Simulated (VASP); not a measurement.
Here is a VASP 6.6.1 calculation.

File POSCAR:

```
LuBi2ClO4
1.0
    3.8455790000      0.0000000000      0.0000000000
    0.0000000000      3.8455790000      0.0000000000
    0.0000000000      0.0000000000      9.1313470000
Lu Bi O Cl
1 2 4 1
Direct
    0.0000000000      0.0000000000      0.0000000000
    0.5000000000      0.5000000000      0.7293000000
    0.5000000000      0.5000000000      0.2707000000
    0.5000000000      0.0000000000      0.8540000000
    0.0000000000      0.5000000000      0.8540000000
    0.5000000000      0.0000000000      0.1460000000
    0.0000000000      0.5000000000      0.1460000000
    0.0000000000      0.0000000000      0.5000000000
```

INCAR.step1

```
  PREC = Accurate
  ENCUT = 520
  ISMEAR = -1
  SIGMA = 0.1
  LREAL = False
  LASPH = True
  NELM = 100
  NBANDS = 53
  GGA = PE
  ALGO = Normal
  EDIFF = 1E-4
  LWAVE = True
  LCHARG = False
```

The input INCAR.step2:

```
  PREC = Accurate
  ENCUT = 520
  EDIFF = 1E-7
  ISMEAR = -1
  SIGMA = 0.1
  LREAL = False
  LASPH = True
  NELM = 100
  ALGO = Normal
  ISIF = 2
  LWAVE = False
  LCHARG = False
  METAGGA = R2SCAN
  LMIXTAU = True
  NBANDS = 53
  ISTART = 1
```

KPOINTS

```
regular mesh
0
Gamma
  5 5 2
```

Potentials or basis: VASP PAW PBE potentials, release 64 (Lu, Bi_d, O, Cl).

Launch:

```bash
$ cat potpaw_PBE.64/Lu/POTCAR potpaw_PBE.64/Bi_d/POTCAR potpaw_PBE.64/O/POTCAR potpaw_PBE.64/Cl/POTCAR > POTCAR
$ cp INCAR.step1 INCAR
$ mpirun -np 1 vasp_std > vasp.out
$ cp INCAR.step2 INCAR
$ mpirun -np 1 vasp_std > vasp.out
```

Q: What does it give for the pressure?

A: -1.1 GPa.

Q: Estimate the largest force.

A: 0.271 eV/Å.

Forces on the atoms (eV/Å):
```
Lu   0.000  0.000  0.000
Bi   0.000  0.000  0.092
Bi   0.000  0.000 -0.092
O    0.000  0.000 -0.271
O    0.000  0.000 -0.271
O    0.000  0.000  0.271
O    0.000  0.000  0.271
Cl   0.000  0.000  0.000
```

Caveat: the PAW data sets were made with another functional, which shifts forces and pressure a little.
